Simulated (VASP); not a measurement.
Input of a VASP 6.6.1 run:

File POSCAR:

```
Si23BHO48
1.0
    9.8316000000      0.0000000000      0.0000000000
   -4.9158000000      8.5144150000      0.0000000000
    0.0000000000      0.0000000000     10.8182000000
Si O B H
23 48 1 1
Direct
    0.2696880000      0.0042536000      0.1659530000
    0.0008685700      0.2683290000      0.3334340000
    0.2300140000      0.2360220000      0.0011123000
    0.2665710000      0.0039666000      0.6682490000
    0.9877070000      0.2651610000      0.8363930000
    0.2373780000      0.2479670000      0.5046470000
    0.2689130000      0.5034970000      0.1694290000
    0.0071740000      0.7615250000      0.3346140000
    0.2378880000      0.7376010000      0.9995222100
    0.9995975200      0.7632920000      0.8347720000
    0.2444950000      0.7356140000      0.5016440000
    0.7704580000      0.9995776200      0.1677880000
    0.5005500000      0.2709950000      0.3363130000
    0.7196970000      0.2254150000      0.0067535000
    0.7669430000      0.9974284000      0.6662580000
    0.4957890000      0.2648950000      0.8388830000
    0.7315520000      0.2292750000      0.4997570000
    0.7671770000      0.5003520000      0.1687290000
    0.5082110000      0.7657540000      0.3369440000
    0.7284970000      0.7290430000      0.9967325000
    0.7678590000      0.4933310000      0.6719780000
    0.4934370000      0.7554030000      0.8256840000
    0.7401200000      0.7312110000      0.5028160000
    0.0701790000      0.2104350000      0.4453740000
    0.2949550000      0.3664780000      0.1108140000
    0.1376360000      0.4348590000      0.2787260000
    0.1999740000      0.0709020000      0.0599790000
    0.3661290000      0.3022770000      0.3932910000
    0.4320150000      0.1437110000      0.2242100000
    0.0667330000      0.2120310000      0.9439510000
    0.3031200000      0.3853300000      0.6093620000
    0.1133590000      0.4405420000      0.7851950000
    0.2097810000      0.0849780000      0.5653650000
    0.3582330000      0.2953090000      0.8896740000
    0.4313560000      0.1336490000      0.7299220000
    0.0766350000      0.6958990000      0.4416340000
    0.3064960000      0.8756300000      0.1036260000
    0.1430170000      0.9271020000      0.2781130000
    0.2082500000      0.5754350000      0.0619490000
    0.3765200000      0.8018230000      0.3929280000
    0.4356450000      0.6372690000      0.2260910000
    0.0702950000      0.7095930000      0.9482220000
    0.2950410000      0.8698080000      0.6071030000
    0.1315540000      0.9273490000      0.7745430000
    0.2301330000      0.5767600000      0.5604110000
    0.3586520000      0.7864940000      0.8835290000
    0.4284710000      0.6274950000      0.7150340000
    0.5668770000      0.2051100000      0.4454450000
    0.7918800000      0.3613760000      0.1121420000
    0.6403730000      0.4358000000      0.2813830000
    0.6938720000      0.0630420000      0.0659360000
    0.8601750000      0.2920420000      0.3883960000
    0.9366550000      0.1391850000      0.2215540000
    0.5542740000      0.2009080000      0.9545440000
    0.7949510000      0.3574220000      0.6120670000
    0.6387770000      0.4269040000      0.7826280000
    0.7040680000      0.0640960000      0.5552660000
    0.8398320000      0.2764280000      0.8908620000
    0.9289380000      0.1359870000      0.7256000000
    0.5736550000      0.6988570000      0.4456840000
    0.7960380000      0.8655170000      0.1023840000
    0.6501690000      0.9288590000      0.2836800000
    0.7033430000      0.5680830000      0.0595770000
    0.8714800000      0.7895060000      0.3941120000
    0.9352230000      0.6347670000      0.2225520000
    0.5626060000      0.6962730000      0.9382370000
    0.8024270000      0.8653980000      0.6094200000
    0.6328180000      0.9222560000      0.7728480000
    0.7110210000      0.5682130000      0.5642060000
    0.8565170000      0.7850870000      0.8848320000
    0.9375310000      0.6233760000      0.7302810000
    0.3154190000      0.5288810000      0.6326340000
    0.0735557100      0.4866755400      0.7603840000
```

Contents of INCAR.step1:

```
SYSTEM = Si23BHO48
PREC = Accurate
ENCUT = 520
ISMEAR = 0
SIGMA = 0.02
LREAL = Auto
LASPH = .True.
NELM = 80
NBANDS = 234
GGA = PE
ALGO = Normal
EDIFF = 1E-4
LWAVE = .True.
LCHARG = .False.
```

Contents of INCAR.step2:

```
SYSTEM = Si23BHO48
PREC = Accurate
ENCUT = 520
EDIFF = 1E-6
ISMEAR = 0
SIGMA = 0.02
LREAL = Auto
LASPH = .True.
NELM = 80
ALGO = Normal
ISIF = 2
LWAVE = .False.
LCHARG = .False.
METAGGA = R2SCAN
LMIXTAU = .True.
NBANDS = 234
ISTART = 1
```

File KPOINTS:

```
Automatic mesh
0
Gamma
  1 1 1
  0 0 0
```

Potentials or basis: VASP PAW PBE potentials, release 64 (Si, O, B, H).

Launch:

```console
$ cat potpaw_PBE.64/Si/POTCAR potpaw_PBE.64/O/POTCAR potpaw_PBE.64/B/POTCAR potpaw_PBE.64/H/POTCAR > POTCAR
$ cp INCAR.step1 INCAR
$ mpirun -np 1 vasp_gam > vasp.out
$ cp INCAR.step2 INCAR
$ mpirun -np 1 vasp_gam > vasp.out
```

Q: Predict the band gap on the k mesh.

A: 6.45 eV.

Q: Estimate the pressure.

A: -2.3 GPa.

Q: Estimate the largest force.

A: 20.152 eV/Å.

Stress tensor (GPa, compression positive):
```
-1.65 -0.88  0.34
-0.88 -2.64 -0.84
 0.34 -0.84 -2.74
```

Caveat: the k points lie up to 0.74 Å⁻¹ apart; the PAW data sets were made with another functional, which shifts forces and pressure a little.
